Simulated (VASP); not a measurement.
# Si (a cell with a defect): single point with PBE

The system is Si (a cell with a defect).

```xyz
17
Lattice="0.0000 5.4300 5.4300 5.4300 0.0000 5.4300 5.4300 5.4300 0.0000" Properties=species:S:1:pos:R:3 pbc="T T T"
Si   -0.0013   -0.0013    0.0015
Si    1.3316    1.3325    1.3377
Si    2.7127    2.7131   -0.0301
Si    4.0939    4.0941    1.3351
Si    2.7127   -0.0373    2.7162
Si    4.0929    1.3310    4.0967
Si    5.4591    2.7129    2.7158
Si    6.7791    4.0727    4.0789
Si   -0.0387    2.7131    2.7161
Si    1.3305    4.0927    4.0964
Si    2.7125    5.4592    2.7158
Si    4.0720    6.7792    4.0792
Si    2.7124    2.7127    5.4636
Si    4.0746    4.0756    6.7815
Si    5.4279    5.4283    5.4306
Si    6.7799    6.7803    6.7854
Si    2.7120    8.1423    8.1471
```

```json
{
  "Program": "VASP 6.6.1",
  "Task": "single point",
  "Functional": "PBE",
  "Potentials or basis": "VASP PAW PBE potentials, release 64 (Si)",
  "Cutoff": "520 eV",
  "k mesh": "2 × 2 × 2",
  "Occupations": "gaussian, width 0.02 eV",
  "Spin": "no spin polarisation",
  "Dipole correction": "no",
  "Further INCAR settings": "LREAL = Auto; ALGO = Normal; EDIFF = 1e-06; NBANDS = 48"
}
```

```json
{
  "Pressure": "5.3 GPa",
  "Largest force": "0.022 eV/Å",
  "Band gap on the k mesh": "zero (band 34 reaches 6.93 eV, above the bottom of band 35 at 6.67 eV)"
}
```

Forces on the atoms (eV/Å):
```
Si   0.000  0.000 -0.002
Si  -0.004 -0.004 -0.006
Si  -0.010 -0.008  0.006
Si  -0.003 -0.003  0.002
Si  -0.011  0.010  0.007
Si   0.001 -0.001  0.001
Si  -0.007 -0.009  0.004
Si   0.011  0.018 -0.002
Si   0.011 -0.010  0.006
Si  -0.001  0.002  0.001
Si  -0.011 -0.007  0.004
Si   0.019  0.010 -0.003
Si  -0.012 -0.011 -0.006
Si   0.002 -0.001  0.009
Si   0.003  0.003 -0.002
Si   0.005  0.003 -0.016
Si   0.007  0.006 -0.003
```

Levels at points of the mesh, in eV from the Fermi level:
```csv
k point,band 32,band 33,band 34,band 35,band 36,band 37
"(0.00, 0.00, 0.00)",-0.83,-0.83,-0.25,-0.25,-0.24,0.08
"(0.50, 0.00, 0.00)",-1.44,-1.44,-0.35,0.53,0.53,0.89
"(0.00, 0.50, 0.00)",-1.44,-1.44,-0.35,0.53,0.53,0.89
"(0.00, 0.00, 0.50)",-1.44,-1.44,-0.35,0.53,0.53,0.89
"(0.50, 0.50, 0.50)",-1.44,-1.44,-0.35,0.53,0.53,0.89
"(0.50, 0.50, 0.00)",-1.90,-1.00,0.01,0.71,1.01,1.02
"(0.00, 0.50, 0.50)",-1.90,-1.00,0.01,0.71,1.01,1.02
"(0.50, 0.00, 0.50)",-1.90,-1.00,0.01,0.71,1.01,1.02
```

Run time: 3.6 min on 1 thread of AMD EPYC 9R45 (Zen 5) (shared host), peak memory 0.42 GiB.

Caveat: the k points lie up to 0.50 Å⁻¹ apart.
